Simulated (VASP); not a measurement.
# Ge2Sb2Te5 (P-3m1) in VASP: a series of runs

Ge2Sb2Te5 is run at these levels: PBE+D3(BJ); tasks: single point.

Program: VASP 6.6.1. These are calculated values, not measurements. Logs are shortened: lines on timing, memory, paths and dates and some standing lists are left out, and cuts for length are marked.

## Step 1: The cell of the first run

It takes space group P-3m1 (No. 164, trigonal). Conventional cell: a = 4.232 Å, b = 4.232 Å, c = 17.452 Å, α = 90.00°, β = 90.00°, γ = 120.00°. Ge (site symmetry 3m) has 6 Te at 2.83 to 3.33 Å within 3.7 Å. Sb (site symmetry 3m) has 6 Te at 2.98 to 3.15 Å within 3.9 Å. Te (site symmetry -3m) has 6 Sb at 3.15 Å and 12 Te at 4.23 to 4.42 Å within 4.5 Å. Te (site symmetry 3m) has 3 Sb at 2.98 Å and 3 Ge at 3.33 Å within 3.9 Å. Te (site symmetry 3m) has 3 Ge at 2.83 Å and 3 Te at 3.63 Å within 3.7 Å.

## Step 2: Single point, PBE+D3(BJ)

INCAR

```
SYSTEM = Ge2Sb2Te5
PREC = Accurate
ENCUT = 500
EDIFF = 1E-6
ISMEAR = 0
SIGMA = 0.05
LREAL = .False.
LASPH = .True.
NELM = 120
ALGO = Normal
ISIF = 2
LWAVE = .False.
LCHARG = .False.
GGA = PE
IVDW = 12
NBANDS = 44
GGA_COMPAT = .False.
```

KPOINTS

```
regular mesh
0
Gamma
  10 10 2
  0 0 0
```

POSCAR

```
Ge2Sb2Te5
1.0
    4.2321060000      0.0000000000      0.0000000000
   -2.1160530000      3.6651110000      0.0000000000
    0.0000000000      0.0000000000     17.4515110000
Ge Sb Te
2 2 5
Direct
    0.0000000000      0.0000000000      0.3408840000
    0.0000000000      0.0000000000      0.6591160000
    0.3333330000      0.6666670000      0.1135330000
    0.6666670000      0.3333330000      0.8864670000
    0.0000000000      0.0000000000      0.0000000000
    0.3333330000      0.6666670000      0.7887400326
    0.6666670000      0.3333330000      0.2112599674
    0.3333330000      0.6666670000      0.4228960000
    0.6666670000      0.3333330000      0.5771040000
```

Potentials or basis: VASP PAW PBE potentials, release 64 (Ge_d, Sb, Te).

Started as:

```console
$ cat potpaw_PBE.64/Ge_d/POTCAR potpaw_PBE.64/Sb/POTCAR potpaw_PBE.64/Te/POTCAR > POTCAR
$ mpirun -np 1 vasp_std > vasp.out
```

OUTCAR:

```text
SYSTEM = Ge2Sb2Te5
   PREC = Accurate
   ENCUT = 500
   EDIFF = 1E-6
   ISMEAR = 0
   LREAL = .False.
   LASPH = .True.
   NELM = 120
   ISIF = 2
   GGA = PE
   IVDW = 12
 IVDW          = 12

 ion  position               nearest neighbor table
   1  0.000  0.000  0.341-   8 2.83   8 2.83   8 2.83
   2  0.000  0.000  0.659-   9 2.83   9 2.83   9 2.83
   3  0.333  0.667  0.114-   7 2.98   7 2.98   7 2.98   5 3.15   5 3.15   5 3.15
   4  0.667  0.333  0.886-   6 2.98   6 2.98   6 2.98   5 3.15   5 3.15   5 3.15
   5  0.000  0.000  0.000-   3 3.15   4 3.15   3 3.15   4 3.15   4 3.15   3 3.15
   6  0.333  0.667  0.789-   4 2.98   4 2.98   4 2.98
   7  0.667  0.333  0.211-   3 2.98   3 2.98   3 2.98
   8  0.333  0.667  0.423-   1 2.83   1 2.83   1 2.83   9 3.63   9 3.63   9 3.63
   9  0.667  0.333  0.577-   2 2.83   2 2.83   2 2.83   8 3.63   8 3.63   8 3.63

  LATTYP: Found a hexagonal cell.
 ALAT       =     4.2321060000
 C/A-ratio  =     4.1235996924

  Lattice vectors:

 A1 = (   4.2321060000,   0.0000000000,   0.0000000000)
 A2 = (  -2.1160530000,   3.6651110000,   0.0000000000)
 A3 = (   0.0000000000,   0.0000000000,  17.4515110000)

Analysis of symmetry for initial positions (statically):
=====================================================================
 Subroutine PRICEL returns:
 Original cell was already a primitive cell.

 Routine SETGRP: Setting up the symmetry group for a
 hexagonal supercell.

 Subroutine GETGRP returns: Found 12 space group operations
 (whereof 12 operations were pure point group operations)
 out of a pool of 24 trial point group operations.

The static configuration has the point symmetry D_3d.

Analysis of symmetry for dynamics (positions and initial velocities):
=====================================================================
 Subroutine PRICEL returns:
 Original cell was already a primitive cell.

 Routine SETGRP: Setting up the symmetry group for a
 hexagonal supercell.

 Subroutine GETGRP returns: Found 12 space group operations
 (whereof 12 operations were pure point group operations)
 out of a pool of 24 trial point group operations.

The dynamic configuration has the point symmetry D_3d.

 Subroutine INISYM returns: Found 12 space group operations
 (whereof 12 operations are pure point group operations),
 and found     1 'primitive' translations

----------------------------------------------------------------------------------------

                                     Primitive cell

  volume of cell :     270.6928

  direct lattice vectors                    reciprocal lattice vectors
[... 111 lines left out ...]
   PSTRESS=    0.0 pullay stress
   NELECT =      68.0000    total number of electrons
   NUPDOWN=      -1.0000    fix difference up-down
   EMIN   =  10.00;   EMAX   =-10.00  energy-range for DOS
   EFERMI =   0.00;   METHOD = LEGACY
   ISMEAR =     0;   SIGMA  =   0.05  broadening in eV -4-tet -1-fermi 0-gaus
   EFERMI_NEDOS =   21; number of points for ismear=-14 and -15
   IALGO  =     38    algorithm
   IMIX   =      4    mixing-type and parameters
     AMIX     =   0.40;   BMIX     =  1.00
     AMIX_MAG =   1.60;   BMIX_MAG =  1.00
  volume/ion in A,a.u.               =      30.08       202.97
  Fermi-wavevector in a.u.,A,eV,Ry     =   1.032965  1.952021 14.517641  1.067016
  Thomas-Fermi vector in A             =   2.167188
   LORBIT       =      0    0 simple, 1 ext, 2 COOP (PROOUT), +10 PAW based schemes
   GGA     = PE    functional components
   LHFCALC =     F    Hartree Fock is set to
   AEXX    =    0.0000 exact exchange contribution
   IVDW    =    12    specifies the selected vdW correction
   LEPSILON=     F    determine dielectric tensor
   LRPA    =     F    only Hartree local field effects (RPA)
 non-spin polarized calculation
 Gauss-broadening in eV      SIGMA  =   0.05
  energy-cutoff  :      500.00
  volume of cell :      270.69
 maximum number of plane-waves:      6969
 NGX is ok and might be reduce to    32
   NGX = 15   NGY = 15   NGZ = 63

 number of electron      68.0000024 magnetization

 Free energy of the ion-electron system (eV)
  ---------------------------------------------------
  ext. energy  EPLUGINS =         0.00000000
  ---------------------------------------------------
  free energy    TOTEN  =       -33.76628834 eV

  energy without entropy =      -33.76533161  energy(sigma->0) =      -33.76580997

 E-fermi :   6.5067     XC(G=0):  -9.4493

 val. band max:        6.4702963198   @ k =   0.1000  -0.0000   0.5000
 cond. band min:       6.5291281540   @ k =   0.5000  -0.0000   0.5000
 fundamental gap:      0.0588318342
 Fermi energy:         6.5067376135

 k-point     1 :       0.0000    0.0000    0.0000
  band No.  band energies     occupation
      1     -18.3878      2.00000
      2     -18.3878      2.00000
      3     -18.3878      2.00000
      4     -18.3878      2.00000
      5     -18.3762      2.00000
      6     -18.3762      2.00000
[... 1117 lines left out ...]
     43       9.7968      0.00000
     44       9.9140      0.00000

 [... further k-points ...]

------------------------ aborting loop because EDIFF is reached ----------------------------------------

 Edisp (eV)   -3.88072

 E8    (eV) :    -1.7822

  FORCE on cell =-STRESS in cart. coord.  units (eV):
  Direction    XX          YY          ZZ          XY          YZ          ZX
  --------------------------------------------------------------------------------------
  -------------------------------------------------------------------------------------
  Total       0.09130     0.09130     0.18087    -0.00000    -0.00000     0.00000
  in kB       0.54042     0.54042     1.07052    -0.00000    -0.00000     0.00000
  external pressure =        0.72 kB  Pullay stress =        0.00 kB

 VOLUME and BASIS-vectors are now :
 -----------------------------------------------------------------------------
  energy-cutoff  :      500.00
  volume of cell :      270.69
      direct lattice vectors                 reciprocal lattice vectors
     4.232106000  0.000000000  0.000000000     0.236288978  0.136421516  0.000000000
    -2.116053000  3.665111000  0.000000000     0.000000000  0.272843033  0.000000000
     0.000000000  0.000000000 17.451511000     0.000000000  0.000000000  0.057301628

 POSITION                                       TOTAL-FORCE (eV/Angst)
 -----------------------------------------------------------------------------------
      0.00000      0.00000      5.94894         0.000000      0.000000     -0.030560
      0.00000      0.00000     11.50257         0.000000      0.000000      0.030560
     -0.00000      2.44341      1.98132         0.000000      0.000000     -0.123966
      2.11606      1.22170     15.47019        -0.000000     -0.000000      0.123966
      0.00000      0.00000      0.00000         0.000000      0.000000      0.000000
     -0.00000      2.44341     13.76471         0.000000      0.000000     -0.169926
      2.11606      1.22170      3.68681        -0.000000     -0.000000      0.169926
     -0.00000      2.44341      7.38017         0.000000     -0.000000     -0.008334
      2.11606      1.22170     10.07134        -0.000000      0.000000      0.008334
 -----------------------------------------------------------------------------------
    total drift:                               -0.000000     -0.000000      0.000000

  FREE ENERGIE OF THE ION-ELECTRON SYSTEM (eV)
  ---------------------------------------------------
  free  energy   TOTEN  =       -37.6470049511 eV

  energy  without entropy=      -37.6460482196  energy(sigma->0) =      -37.64652659
```

OSZICAR:

```text
N       E                     dE             d eps       ncg     rms          rms(c)
DAV:   1     0.592411635913E+03    0.59241E+03   -0.26869E+04  3072   0.200E+03
DAV:   2     0.637725092244E+02   -0.52864E+03   -0.50742E+03  2624   0.569E+02
DAV:   3    -0.275846035641E+02   -0.91357E+02   -0.88356E+02  2944   0.150E+02
DAV:   4    -0.337644207279E+02   -0.61798E+01   -0.60968E+01  2964   0.456E+01
DAV:   5    -0.339859251446E+02   -0.22150E+00   -0.22068E+00  3408   0.884E+00    0.117E+01
DAV:   6    -0.338251432178E+02    0.16078E+00   -0.14873E+00  3516   0.486E+00    0.865E+00
DAV:   7    -0.339818826120E+02   -0.15674E+00   -0.24518E+00  3292   0.543E+00    0.240E+00
DAV:   8    -0.337591692107E+02    0.22271E+00   -0.87226E-01  3292   0.380E+00    0.580E-01
DAV:   9    -0.337678562150E+02   -0.86870E-02   -0.12713E-01  2824   0.118E+00    0.598E-01
DAV:  10    -0.337668306754E+02    0.10255E-02   -0.76795E-03  3412   0.332E-01    0.493E-01
DAV:  11    -0.337672864281E+02   -0.45575E-03   -0.59892E-04  2840   0.102E-01    0.372E-01
DAV:  12    -0.337662602233E+02    0.10262E-02   -0.26429E-03  2804   0.197E-01    0.241E-01
DAV:  13    -0.337663055491E+02   -0.45326E-04   -0.64513E-04  2952   0.832E-02    0.151E-01
DAV:  14    -0.337663099973E+02   -0.44482E-05   -0.18881E-05  3040   0.193E-02    0.157E-01
DAV:  15    -0.337662986027E+02    0.11395E-04   -0.82391E-06  2856   0.108E-02    0.144E-01
DAV:  16    -0.337662836486E+02    0.14954E-04   -0.12576E-04  2964   0.412E-02    0.690E-02
DAV:  17    -0.337662885257E+02   -0.48771E-05   -0.35250E-05  2756   0.179E-02    0.835E-02
DAV:  18    -0.337662883405E+02    0.18513E-06   -0.10840E-06  1792   0.507E-03
   1 F= -.37647005E+02 E0= -.37646527E+02  d E =-.956732E-03
```

stdout:

```text
POSCAR found type information on POSCAR GeSbTe
 POSCAR found :  3 types and       9 ions
 scaLAPACK will be used
 LDA part: xc-table for (Slater+PW92), standard interpolation
 POSCAR, INCAR and KPOINTS ok, starting setup
 FFT: planning ... GRIDC
 FFT: planning ... GRID_SOFT
 FFT: planning ... GRID
 WAVECAR not read
 entering main loop
```

Run time: 11 min. Hardware: 1 thread of Oxide Virtual Turin-like, shared host; peak memory 0.48 GiB.

Results:

- Free energy: -37.6470 eV
- Pressure: 0.1 GPa
- Largest force: 0.170 eV/Å
- Band gap on the k mesh: 0.06 eV (least direct gap 0.23 eV)
- Dispersion energy per atom: -0.431 eV

Forces in eV/Å, atoms in the order of the input:
```
Ge   0.000  0.000 -0.031
Ge   0.000  0.000  0.031
Sb   0.000  0.000 -0.124
Sb   0.000  0.000  0.124
Te   0.000  0.000  0.000
Te   0.000  0.000 -0.170
Te   0.000  0.000  0.170
Te   0.000  0.000 -0.008
Te   0.000  0.000  0.008
```

Caveat: spin-orbit coupling is left out, which moves the levels of the heavy elements.

## Step 3: Single point, PBE+D3(BJ)

INCAR

```
PREC     = Accurate       # precision mode
ENCUT    = 500            # plane-wave cutoff, eV
EDIFF    = 1E-6           # SCF threshold, eV
ISMEAR   = 0              # smearing method
SIGMA    = 0.05           # smearing width, eV
LREAL    = False          # projectors in reciprocal space
LASPH    = True           # aspherical terms in the spheres
NELM     = 120            # most SCF steps
ALGO     = Normal         # electronic algorithm
ISIF     = 2              # what is computed and relaxed
LWAVE    = False          # write WAVECAR
LCHARG   = False          # write CHGCAR
GGA      = PE             # functional
IVDW     = 12             # dispersion correction
NBANDS   = 44             # bands
GGA_COMPAT= False
```

KPOINTS

```
Automatic mesh
0
Gamma
  10 10 2
```

Edit POSCAR of step 2 so:

```diff
@@ -13,5 +13,5 @@
     0.0000000000      0.0000000000      0.0000000000
-    0.3333330000      0.6666670000      0.7887400326
-    0.6666670000      0.3333330000      0.2112599674
-    0.3333330000      0.6666670000      0.4228960000
-    0.6666670000      0.3333330000      0.5771040000
+    0.3333330000      0.6666670000      0.7875940000
+    0.6666670000      0.3333330000      0.2124060000
+    0.3333330000      0.6666670000      0.4240420326
+    0.6666670000      0.3333330000      0.5759579674
```

Potentials or basis: VASP PAW PBE potentials, release 64 (Ge_d, Sb, Te).

Started as:

```console
$ cat potpaw_PBE.64/Ge_d/POTCAR potpaw_PBE.64/Sb/POTCAR potpaw_PBE.64/Te/POTCAR > POTCAR
$ mpirun -np 1 vasp_std > vasp.out
```

Wall time 9.3 min (1 thread of Oxide Virtual Turin-like, shared host); peak memory 0.48 GiB.

The run converged. Its results:

- Free energy: -37.6487 eV
- Pressure: -0.1 GPa
- Largest force: 0.117 eV/Å
- Band gap on the k mesh: 0.06 eV (least direct gap 0.21 eV)
- Dispersion energy per atom: -0.431 eV

Forces on the atoms (eV/Å):
```
Ge   0.000  0.000  0.073
Ge   0.000  0.000 -0.073
Sb   0.000  0.000 -0.023
Sb   0.000  0.000  0.023
Te   0.000  0.000  0.000
Te   0.000  0.000 -0.045
Te   0.000  0.000  0.045
Te   0.000  0.000 -0.117
Te   0.000  0.000  0.117
```

Stress tensor (GPa, compression positive):
```
-0.11  0.00  0.00
 0.00 -0.11  0.00
 0.00  0.00 -0.21
```

Levels at points of the mesh, in eV from the valence-band top:
| k point | band 32 | band 33 | band 34 | band 35 | band 36 | band 37 |
| --- | --- | --- | --- | --- | --- | --- |
| (0.00, 0.00, 0.00) | -1.28 | -1.11 | -0.09 | 0.12 | 0.12 | 0.66 |
| (0.50, 0.00, 0.00) | -1.87 | -1.19 | -1.11 | 0.32 | 0.63 | 0.72 |
| (0.00, 0.00, 0.50) | -1.39 | -0.96 | -0.11 | 0.16 | 0.16 | 0.68 |
| (0.50, 0.00, 0.50) | -2.02 | -1.70 | -0.46 | 0.06 | 0.55 | 1.01 |

Caveat: spin-orbit coupling is left out, which moves the levels of the heavy elements. A k mesh can miss the band edges.
